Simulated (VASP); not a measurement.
# PtSe2 (R3m) in VASP: notebook

Aim: see how the results for PtSe2 move with the level of theory and the settings. Levels: PBEsol, r2SCAN+rVV10. Tasks: single point, relaxation of cell and atoms.

All numbers are computed with VASP 6.6.1; they aren't measurements. Logs are shortened: lines on timing, memory, paths and dates and some standing lists are left out, and cuts for length are marked.

### 1 The cell of the first run

Symmetry: R3m, No. 160, trigonal system. Conventional cell: a = 3.637 Å, b = 3.637 Å, c = 15.873 Å, α = 90.00°, β = 90.00°, γ = 120.00°. Within 3.4 Å of Pt (site symmetry 3m) lie 6 Se at 2.54 to 2.56 Å. Se (site symmetry 3m) has 3 Pt at 2.56 Å and 4 Se at 2.90 to 3.18 Å within 3.4 Å. Within 3.4 Å of Se (site symmetry 3m) lie 3 Pt at 2.54 Å and 4 Se at 2.90 to 3.18 Å.

### 2 Single point, PBEsol

File INCAR:

```
SYSTEM = PtSe2
ALGO = Normal
EDIFF = 1E-6
ENCUT = 500
GGA = PS
GGA_COMPAT = .False.
ISIF = 2
ISMEAR = -1
LASPH = .True.
LCHARG = .False.
LREAL = .False.
LWAVE = .False.
NBANDS = 18
NELM = 120
PREC = Accurate
SIGMA = 0.03
```

File KPOINTS:

```
k-points
0
Gamma
  8 8 8
  0 0 0
```

File POSCAR:

```
PtSe2
1.0
    1.8187486510      1.0500550232      5.2909413674
   -1.8187486510      1.0500550232      5.2909413674
    0.0000000000     -2.1001100464      5.2909413674
Pt Se
1 2
Direct
   -0.0009087758     -0.0009087758     -0.0009087758
    0.4251610893      0.4251610893      0.4251610893
    0.2424143532      0.2424143532      0.2424143532
```

Potentials or basis: VASP PAW PBE potentials, release 64 (Pt, Se).

Started as:

```sh
$ cat potpaw_PBE.64/Pt/POTCAR potpaw_PBE.64/Se/POTCAR > POTCAR
$ mpirun -np 1 vasp_std > vasp.out
```

OUTCAR:

```text
SYSTEM = PtSe2
   EDIFF = 1E-6
   ENCUT = 500
   GGA = PS
   ISIF = 2
   ISMEAR = -1
   LASPH = .True.
   LREAL = .False.
   NELM = 120
   PREC = Accurate

 ion  position               nearest neighbor table
   1  0.999  0.999  0.999-   3 2.54   3 2.54   3 2.54   2 2.56   2 2.56   2 2.56
   2  0.425  0.425  0.425-   1 2.56   1 2.56   1 2.56
   3  0.242  0.242  0.242-   1 2.54   1 2.54   1 2.54

  LATTYP: Found a trigonal (rhomboedric) cell.
 ALAT       =     5.6924970585
 COS(alpha) =     0.7958404338

  Lattice vectors:

 A1 = (   1.8187486510,   1.0500550232,   5.2909413674)
 A2 = (  -1.8187486510,   1.0500550232,   5.2909413674)
 A3 = (   0.0000000000,  -2.1001100464,   5.2909413674)

Analysis of symmetry for initial positions (statically):
=====================================================================
 Subroutine PRICEL returns:
 Original cell was already a primitive cell.

 Routine SETGRP: Setting up the symmetry group for a
 trigonal (rhombohedral) supercell.

 Subroutine GETGRP returns: Found  6 space group operations
 (whereof  6 operations were pure point group operations)
 out of a pool of 12 trial point group operations.

The static configuration has the point symmetry C_3v.

Analysis of symmetry for dynamics (positions and initial velocities):
=====================================================================
 Subroutine PRICEL returns:
 Original cell was already a primitive cell.

 Routine SETGRP: Setting up the symmetry group for a
 trigonal (rhombohedral) supercell.

 Subroutine GETGRP returns: Found  6 space group operations
 (whereof  6 operations were pure point group operations)
 out of a pool of 12 trial point group operations.

The dynamic configuration has the point symmetry C_3v.

 Subroutine INISYM returns: Found  6 space group operations
 (whereof  6 operations are pure point group operations),
 and found     1 'primitive' translations

----------------------------------------------------------------------------------------

                                     Primitive cell

  volume of cell :      60.6274

  direct lattice vectors                    reciprocal lattice vectors
     1.818748651  1.050055023  5.290941367     0.274914293  0.158721841  0.063000761
    -1.818748651  1.050055023  5.290941367    -0.274914293  0.158721841  0.063000761
     0.000000000 -2.100110046  5.290941367     0.000000000 -0.317443682  0.063000761

  length of vectors
     5.692497058  5.692497058  5.692497058     0.323634960  0.323634960  0.323634960

  position of ions in fractional coordinates (direct lattice)
     0.999091224  0.999091224  0.999091224
     0.425161089  0.425161089  0.425161089
     0.242414353  0.242414353  0.242414353

  ion indices of the primitive-cell ions
   primitive index   ion index
                 1           1
                 2           2
                 3           3

----------------------------------------------------------------------------------------

 KPOINTS: k-points

Automatic generation of k-mesh.
 Grid dimensions read from file:
 generate k-points for:    8    8    8

 Generating k-lattice:

  Cartesian coordinates                     Fractional coordinates (reciprocal lattice)
     0.034364287  0.019840230  0.007875095     0.125000000  0.000000000  0.000000000
    -0.034364287  0.019840230  0.007875095     0.000000000  0.125000000  0.000000000
     0.000000000 -0.039680460  0.007875095     0.000000000  0.000000000  0.125000000

  Length of vectors
     0.040454370  0.040454370  0.040454370

  Shift w.r.t. Gamma in fractional coordinates (k-lattice)
     0.000000000  0.000000000  0.000000000

 Subroutine IBZKPT returns following result:
 ===========================================

 Found     65 irreducible k-points:

 Following reciprocal coordinates:
            Coordinates               Weight
  0.000000  0.000000  0.000000      1.000000
  0.125000  0.000000 -0.000000      6.000000
  0.250000  0.000000 -0.000000      6.000000
  0.375000  0.000000  0.000000      6.000000
  0.500000  0.000000 -0.000000      3.000000
  0.125000  0.125000 -0.000000      6.000000
[... 16 lines left out ...]
  0.250000  0.125000  0.125000      6.000000
  0.375000  0.125000  0.125000      6.000000
 [... further k-points ...]
   k-points           NKPTS =     65   k-points in BZ     NKDIM =     65   number of bands    NBANDS=     18
   number of dos      NEDOS =    301   number of ions     NIONS =      3
   total plane-waves  NPLWV =  74088
   dimension x,y,z NGX =    42 NGY =   42 NGZ =   42
   dimension x,y,z NGXF=    84 NGYF=   84 NGZF=   84
   ions per type =               1   2
   NGX,Y,Z   is equivalent  to a cutoff of  12.27, 12.27, 12.27 a.u.
   NGXF,Y,Z  is equivalent  to a cutoff of  24.53, 24.53, 24.53 a.u.
 SYSTEM =  PtSe2
   PREC   = accura    normal or accurate (medium, high low for compatibility)
   ISTART =      0    job   : 0-new  1-cont  2-samecut
   ICHARG =      2    charge: 1-file 2-atom 10-const
[... 90 lines left out ...]
      4       0.5180      2.00000
      5       1.3880      2.00000
      6       1.7680      2.00000
[... 10 lines left out ...]
     17      15.3794      0.00000
     18      15.5672      0.00000

 k-point     4 :       0.3750    0.0000    0.0000
  band No.  band energies     occupation
      1      -8.3154      2.00000
      2      -6.5867      2.00000
      3      -0.6728      2.00000
      4       0.1710      2.00000
      5       1.0956      2.00000
      6       1.6337      2.00000
[... 10 lines left out ...]
     17      16.3355      0.00000
     18      16.6728      0.00000

 k-point     5 :       0.5000    0.0000   -0.0000
  band No.  band energies     occupation
      1      -8.0574      2.00000
      2      -6.6099      2.00000
      3      -0.8865      2.00000
      4       0.0921      2.00000
      5       0.9822      2.00000
      6       1.5501      2.00000
[... 10 lines left out ...]
     17      16.4937      0.00000
     18      16.9304      0.00000

 k-point     6 :       0.1250    0.1250   -0.0000
  band No.  band energies     occupation
      1      -9.2332      2.00000
      2      -6.6285      2.00000
      3      -0.9973      2.00000
      4       1.0769      2.00000
      5       1.4073      2.00000
      6       1.8171      2.00000
[... 10 lines left out ...]
     17      14.9300      0.00000
     18      15.1786      0.00000

 k-point     7 :       0.2500    0.1250    0.0000
  band No.  band energies     occupation
      1      -8.9204      2.00000
      2      -6.6679      2.00000
      3      -0.6151      2.00000
      4       0.6995      2.00000
      5       1.3793      2.00000
      6       1.7437      2.00000
[... 10 lines left out ...]
     17      14.2425      0.00000
     18      15.4372      0.00000

 k-point     8 :       0.3750    0.1250   -0.0000
  band No.  band energies     occupation
      1      -8.4313      2.00000
      2      -6.6746      2.00000
      3      -0.3756      2.00000
      4       0.2349      2.00000
      5       0.9655      2.00000
      6       2.0035      2.00000
[... 10 lines left out ...]
     17      14.7090      0.00000
     18      15.7835      0.00000
[... 229 lines left out ...]
     17      14.3827      0.00000
     18      15.3569      0.00000

 k-point    20 :      -0.3750    0.3750    0.0000
  band No.  band energies     occupation
      1      -7.7107      2.00000
      2      -6.8798      2.00000
      3      -0.1059      2.00000
      4       0.0015      2.00000
      5       1.1923      2.00000
      6       1.2565      2.00000
[... 10 lines left out ...]
     17      15.5189      0.00000
     18      15.7559      0.00000

 k-point    21 :       0.5000    0.5000   -0.0000
  band No.  band energies     occupation
      1      -7.7504      2.00000
      2      -7.0744      2.00000
      3      -0.4947      2.00000
      4       0.3113      2.00000
      5       1.2807      2.00000
      6       1.5249      2.00000
[... 10 lines left out ...]
     17      13.7011      0.00000
     18      15.1993      0.00000

 k-point    22 :       0.1250    0.1250    0.1250
  band No.  band energies     occupation
      1      -9.3467      2.00000
      2      -6.7528      2.00000
      3      -1.0144      2.00000
      4       1.2809      2.00000
      5       1.2809      2.00000
      6       1.9331      2.00000
[... 10 lines left out ...]
     17      14.1497      0.00000
     18      16.5244      0.00000

 k-point    23 :       0.2500    0.1250    0.1250
  band No.  band energies     occupation
      1      -9.1478      2.00000
      2      -6.8370      2.00000
      3      -0.6797      2.00000
      4       0.9904      2.00000
      5       1.4398      2.00000
      6       1.7578      2.00000
[... 10 lines left out ...]
     17      14.2888      0.00000
     18      15.2557      0.00000

 k-point    24 :       0.3750    0.1250    0.1250
  band No.  band energies     occupation
      1      -8.6999      2.00000
      2      -6.8396      2.00000
      3      -0.2670      2.00000
      4       0.3703      2.00000
      5       1.3891      2.00000
      6       1.8256      2.00000
[... 10 lines left out ...]
     17      15.1751      0.00000
     18      15.3289      0.00000

 [... further k-points ...]
[... 5 lines left out ...]
  --------------------------------------------------------------------------------------
  -------------------------------------------------------------------------------------
  Total        0.0244457      0.0244457      0.0352927      0.0000000      0.0000000     -0.0000000
  in kB        0.6460182      0.6460182      0.9326678      0.0000000      0.0000000     -0.0000000
  external PRESSURE =       0.7415680 kB  Pullay stress =       0.0000000 kB

 VOLUME and BASIS-vectors are now :
 -----------------------------------------------------------------------------
  energy-cutoff  :      500.00
  volume of cell :       60.63
      direct lattice vectors                 reciprocal lattice vectors
     1.818748651  1.050055023  5.290941367     0.274914293  0.158721841  0.063000761
    -1.818748651  1.050055023  5.290941367    -0.274914293  0.158721841  0.063000761
     0.000000000 -2.100110046  5.290941367     0.000000000 -0.317443682  0.063000761

 POSITION                                       TOTAL-FORCE (eV/Angst)
 -----------------------------------------------------------------------------------
      0.00000      0.00000     15.85840         0.000000     -0.000000     -0.001741
      0.00000      0.00000      6.74851         0.000000      0.000000      0.019952
      0.00000      0.00000      3.84780         0.000000      0.000000     -0.018211
 -----------------------------------------------------------------------------------
    total drift:                                0.000000     -0.000000     -0.000278

  FREE ENERGIE OF THE ION-ELECTRON SYSTEM (eV)
  ---------------------------------------------------
  free  energy   TOTEN  =       -14.7211141094 eV

  energy  without entropy=      -14.7140032724  energy(sigma->0) =      -14.71755869
```

It took 94 s on 1 thread of Intel Xeon Platinum 8488C (Sapphire Rapids), shared host; peak memory 0.29 GiB.

Results:

```
Free energy            : -14.7211 eV
Pressure               : 0.1 GPa
Largest force          : 0.020 eV/Å
Band gap on the k mesh : zero (bands 11 and 12 overlap by 1.10 eV)
```

Forces on the atoms (eV/Å):
```
Pt   0.000  0.000 -0.002
Se   0.000  0.000  0.020
Se   0.000  0.000 -0.018
```

Caveat: the PAW data sets were made with another functional, which shifts forces and pressure a little; spin-orbit coupling is left out, which moves the levels of the heavy elements.

### 3 Single point, r2SCAN+rVV10

This run uses another cell than the first one, of 20.98 Å³/atom.

File POSCAR:

```
PtSe2
1.0
    1.8205026182      1.0510676767      5.4815147363
   -1.8205026182      1.0510676767      5.4815147363
    0.0000000000     -2.1021353534      5.4815147363
Pt Se
1 2
Direct
   -0.0008006696     -0.0008006696     -0.0008006696
    0.4220557438      0.4220557438      0.4220557438
    0.2454115925      0.2454115925      0.2454115925
```

File INCAR.step1:

```
PREC = Accurate
ENCUT = 550
ISMEAR = -1
SIGMA = 0.03
LREAL = False
LASPH = True
NELM = 120
NBANDS = 18
GGA = PE
ALGO = Normal
EDIFF = 1E-5
LWAVE = True
LCHARG = False
GGA_COMPAT = False
```

File INCAR.step2:

```
PREC = Accurate
ENCUT = 550
EDIFF = 1E-6
ISMEAR = -1
SIGMA = 0.03
LREAL = False
LASPH = True
NELM = 120
ALGO = Normal
ISIF = 2
LWAVE = False
LCHARG = False
METAGGA = R2SCAN
LMIXTAU = True
LUSE_VDW = True
IVDW_NL = 2
BPARAM = 11.95
CPARAM = 0.0093
NBANDS = 18
ISTART = 1
GGA_COMPAT = False
```

File KPOINTS:

```
regular mesh
0
Gamma
  8 8 8
```

Potentials or basis: VASP PAW PBE potentials, release 64 (Pt, Se).

Started as:

```sh
$ cat potpaw_PBE.64/Pt/POTCAR potpaw_PBE.64/Se/POTCAR > POTCAR
$ cp INCAR.step1 INCAR
$ mpirun -np 1 vasp_std > vasp.out
$ cp INCAR.step2 INCAR
$ mpirun -np 1 vasp_std > vasp.out
```

Wall time 10 min (1 thread of Intel Xeon Platinum 8488C (Sapphire Rapids), shared host); peak memory 0.78 GiB.

It converged, with:

- Free energy: -79.6670 eV
- Pressure: 0.4 GPa
- Largest force: 0.031 eV/Å
- Band gap on the k mesh: zero (bands 11 and 12 overlap by 0.90 eV)

Forces on the atoms (eV/Å):
```
Pt   0.000  0.000  0.006
Se   0.000  0.000  0.025
Se   0.000  0.000 -0.031
```

Stress tensor (GPa, compression positive):
```
0.45 0.00 0.00
0.00 0.45 0.00
0.00 0.00 0.37
```

Levels at points of the mesh, in eV from the Fermi level:
```
           k point  band 9  band 10  band 11  band 12  band 13  band 14
(0.00, 0.00, 0.00)    0.05     0.05     0.59     0.83     0.83     2.79
(0.50, 0.00, 0.00)   -2.60    -2.29    -1.61     0.63     1.09     3.57
(0.50, 0.50, 0.00)   -2.95    -2.26    -2.11     0.41     1.81     4.33
(0.50, 0.50, 0.50)   -2.26     0.30     0.30     0.61     0.61     3.55
```

Caveat: the PAW data sets were made with another functional, which shifts forces and pressure a little; spin-orbit coupling is left out, which moves the levels of the heavy elements.

### 4 Relaxation of cell and atoms, PBEsol

This run uses another cell than the first one, of 21.71 Å³/atom.

File INCAR:

```
ALGO = Normal ; EDIFF = 1E-7
EDIFFG = -0.01 ; ENCUT = 500
GGA = PS ; GGA_COMPAT = F
IBRION = 2 ; ISIF = 3
ISMEAR = -1 ; LASPH = T
LCHARG = F ; LREAL = F
LWAVE = F ; NELM = 120
NELMIN = 4 ; NSW = 100
PREC = Accurate ; SIGMA = 0.03
```

File KPOINTS:

```
k-points
0
Gamma
  8 8 8
```

File POSCAR:

```
PtSe2
1.0
    1.7228813650      0.9947060199      6.3343667600
   -1.7228813650      0.9947060199      6.3343667600
    0.0000000000     -1.9894120397      6.3343667600
Pt Se
1 2
Direct
    0.0000000000      0.0000000000      0.0000000000
    0.4218548564      0.4218548564      0.4218548564
    0.2448118103      0.2448118103      0.2448118103
```

Started as:

```sh
$ cat potpaw_PBE.64/Pt/POTCAR potpaw_PBE.64/Se/POTCAR > POTCAR
$ mpirun -np 1 vasp_std > vasp.out
```

Run time: 20 min. Hardware: 1 thread of Intel Xeon Platinum 8488C (Sapphire Rapids), shared host; peak memory 0.42 GiB.

Results (log left out):

```
Free energy                           : -14.7215 eV
Relaxed volume                        : 20.19 Å³/atom
Relaxed cell                          : a = 5.687 Å, b = 5.687 Å, c = 5.687 Å, α = 37.30°, β = 37.30°, γ = 37.30°
Space group after relaxing (to 0.1 Å) : R3m (No. 160)
Energy gained by relaxing             : 115.0 meV/atom
Ionic steps                           : 18
Pressure after relaxing               : 0.0 GPa
Largest force after relaxing          : 0.010 eV/Å
Band gap on the k mesh                : zero (bands 11 and 12 overlap by 1.10 eV)
```

Forces on the atoms (eV/Å):
```
Pt   0.000  0.000  0.007
Se   0.000  0.000  0.002
Se   0.000  0.000 -0.010
```

The path:
```
step  energy change (eV)  largest force (eV/Å)  pressure (GPa)  volume (Å³)
   1              0.0000                0.9339           -5.44        65.13
   2             -0.0142                1.1183           11.96        58.37
   3             -0.1216                0.0823            2.38        61.48
   4             -0.2311                0.0867            2.05        62.16
   5             -0.3161                0.3705            1.37        62.98
   6             -0.3170                0.4357            1.29        63.08
   7             -0.3064                0.2170           -3.56        65.05
   8             -0.3235                0.1782           -0.66        63.81
   9             -0.3293                0.1291           -0.52        63.30
  10             -0.3382                0.0979            0.04        61.78
  11             -0.3384                0.1212            0.17        61.49
  12             -0.3430                0.0702           -0.37        61.25
  13             -0.3439                0.0794           -0.68        61.09
  14             -0.3432                0.1219            0.94        60.05
  15             -0.3449                0.0181            0.00        60.64
  16             -0.3449                0.0192            0.01        60.63
  17             -0.3449                0.0123            0.01        60.60
  18             -0.3450                0.0096            0.01        60.56
```

Final structure:
```
Pt Se
1.0
     1.81874    1.05005    5.28500
    -1.81874    1.05005    5.28500
     0.00000   -2.10010    5.28500
Pt Se
1 2
Direct
  0.99901 0.99901 0.99901
  0.42542 0.42542 0.42542
  0.24224 0.24224 0.24224
```

Levels at points of the mesh, in eV from the Fermi level:
```csv
k point,band 8,band 9,band 10,band 11,band 12,band 13,band 14,band 15
"(0.00, 0.00, 0.00)",-2.80,-0.08,-0.08,0.81,0.94,0.94,2.34,5.84
"(0.50, 0.00, 0.00)",-3.06,-2.43,-2.10,-1.40,0.40,0.97,3.34,5.02
"(0.50, 0.50, 0.00)",-3.35,-2.73,-2.12,-2.07,0.25,1.94,4.16,6.61
"(0.50, 0.50, 0.50)",-2.90,-2.14,0.20,0.20,0.70,0.70,3.29,6.11
```

Caveat: the PAW data sets were made with another functional, which shifts forces and pressure a little; spin-orbit coupling is left out, which moves the levels of the heavy elements.

### 5 Summary

```tsv
task	level	cell	cutoff (eV)	gap on the mesh (eV)	pressure (GPa)	largest force (eV/Å)
single point	PBEsol	a = 5.692 Å, angles 37.3°, 3 atoms, atomic positions A	500	none	0.1	0.02
single point	r2SCAN+rVV10	a = 5.871 Å, angles 36.1°, 3 atoms, atomic positions B	550	none	0.4	0.03
relaxation of cell and atoms	PBEsol	relaxed from a = 6.639 Å, angles 30.1°, 3 atoms, atomic positions C	500	none	0.0	0.01
```

Alike in all rows: potentials or basis VASP PAW PBE potentials, release 64 (Pt, Se); no spin polarisation; k mesh 8 × 8 × 8; smearing fermi-dirac 0.03 eV.

Caveats: the PAW data sets were made with another functional, which shifts forces and pressure a little; spin-orbit coupling is left out, which moves the levels of the heavy elements.

Total energies depend on the potentials used, so only differences within one code and one set of settings carry meaning.
